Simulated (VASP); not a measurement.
Set up this calculation in VASP 6.6.1, as the native input.

| Item | Value |
| --- | --- |
| Task | single point |
| Functional | PBE |
| Potentials or basis | VASP PAW PBE potentials, release 64 (Be, N) |
| Cutoff | 520 eV |
| k mesh | 6 × 4 × 4 |
| Occupations | gaussian, width 0.1 eV |
| Spin | no spin polarisation |
| Dipole correction | no |
| Further INCAR settings | ALGO = Normal; EDIFF = 1e-06; NBANDS = 28 |

The structure of Be3N lies in POSCAR:

```
Be3N
1.0
    3.3232306700      0.0000000000      0.0000000000
    0.0000000000      5.5887337200      0.0000000000
    0.0000000000      0.0000000000      6.7764273000
Be N
9 3
Direct
    0.5000000000      0.0000000000      0.2558544800
    0.0000000000      0.0000000000      0.0000000000
    0.0000000000      0.0000000000      0.5000000000
    0.0000000000      0.7500000000      0.1279272400
    0.0000000000      0.2500000000      0.1279272400
    0.5000000000      0.0000000000      0.7441455200
    0.0000000000      0.7500000000      0.8720727600
    0.0000000000      0.2500000000      0.8720727600
    0.5000000000      0.5000000000      0.0000000000
    0.0000000000      0.0000000000      0.2558544800
    0.0000000000      0.0000000000      0.7441455200
    0.0000000000      0.5000000000      0.0000000000
```

The input as run:

INCAR

```
ALGO = Normal ; EDIFF = 1E-6
ENCUT = 520 ; GGA = PE
ISIF = 2 ; ISMEAR = 0
LASPH = T ; LCHARG = T
LELF = T ; LREAL = F
LVHAR = T ; LWAVE = F
NBANDS = 28 ; NELM = 60
PREC = Accurate ; SIGMA = 0.1
```

KPOINTS

```
k-points
0
Gamma
  6 4 4
```

Potentials or basis: VASP PAW PBE potentials, release 64 (Be, N).

The run is started by

```sh
$ cat potpaw_PBE.64/Be/POTCAR potpaw_PBE.64/N/POTCAR > POTCAR
$ mpirun -np 1 vasp_std > vasp.out
```

It gave:

```yaml
Pressure: 19.2 GPa
Largest_force: 5.490 eV/Å
```

Caveat: forces of over 1 eV/Å act on the atoms, so gaps and moduli don't describe the material at rest.

Wall time 93 s on 1 thread of Intel(R) Xeon(R) Platinum 8488C (Sapphire Rapids), with other jobs on the host, peak memory 0.27 GiB.
